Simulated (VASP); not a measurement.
ScSiS3: relaxation of cell and atoms with PBE

Crystal: ScSiS3.

```
Sc Si S
1.0
     4.01805    0.00000    0.00000
     0.00000    4.01805    0.00000
     0.00000    0.00000    4.01805
Sc Si S
1 1 3
Cartesian
  0.0000 0.0000 0.0000
  2.0090 2.0090 2.0090
  2.0090 0.0000 0.0000
  0.0000 2.0090 0.0000
  0.0000 0.0000 2.0090
```

| Item | Value |
| --- | --- |
| Program | VASP 6.6.1 |
| Task | relaxation of cell and atoms |
| Functional | PBE |
| Potentials or basis | VASP PAW PBE potentials, release 64 (Sc_sv, Si, S) |
| Cutoff | 600 eV |
| k mesh | 4 × 4 × 4 |
| Occupations | gaussian, width 0.1 eV |
| Spin | no spin polarisation |
| Dipole correction | no |
| Further INCAR settings | ALGO = Normal; EDIFF = 1e-06; IBRION = 2; EDIFFG = -0.04; NSW = 90; ISIF = 3 |

```json
{"Relaxed volume": "23.46 Å³/atom", "Relaxed cell": "a = 4.895 Å, b = 4.895 Å, c = 4.895 Å, α = 90.00°, β = 90.00°, γ = 90.00°", "Space group after relaxing (to 0.05 Å)": "Pm-3m (No. 221)", "Energy gained by relaxing": "2135.6 meV/atom", "Ionic steps": "3", "Pressure after relaxing": "0.0 GPa"}
```

Step by step:
```
step  energy change (eV)  largest force (eV/Å)  pressure (GPa)  volume (Å³)
   1              0.0000                0.0000          102.76        64.87
   2             -7.8286                0.0000          -10.30       178.55
   3            -10.6782                0.0000           -0.04       117.28
```

Final structure:
```xyz
5
Lattice="4.8949 0.0000 0.0000 0.0000 4.8949 0.0000 0.0000 0.0000 4.8949" Properties=species:S:1:pos:R:3 pbc="T T T"
Sc    0.0000    0.0000    0.0000
Si    2.4475    2.4475    2.4475
S     2.4475    0.0000    0.0000
S     0.0000    2.4475    0.0000
S     0.0000    0.0000    2.4475
```

Levels at points of the mesh, in eV from the Fermi level:
| k point | band 15 | band 16 | band 17 | band 18 | band 19 | band 20 |
| --- | --- | --- | --- | --- | --- | --- |
| (0.00, 0.00, 0.00) | -0.16 | -0.16 | -0.16 | 2.26 | 2.48 | 2.48 |
| (0.50, 0.00, 0.00) | -0.78 | -0.03 | -0.03 | 0.51 | 1.64 | 1.64 |
| (0.50, 0.50, 0.00) | -1.69 | -1.50 | 0.55 | 0.62 | 2.14 | 2.14 |
| (0.50, 0.50, 0.50) | 0.66 | 0.66 | 0.66 | 2.16 | 2.16 | 2.16 |

Run time: 100 s on 1 thread of AMD EPYC 7R13, with other jobs on the host, peak memory 0.16 GiB.

Caveat: the k points lie up to 0.32 Å⁻¹ apart in the final cell; the volume moved by over 15 % at a fixed basis, so the end points are rough.
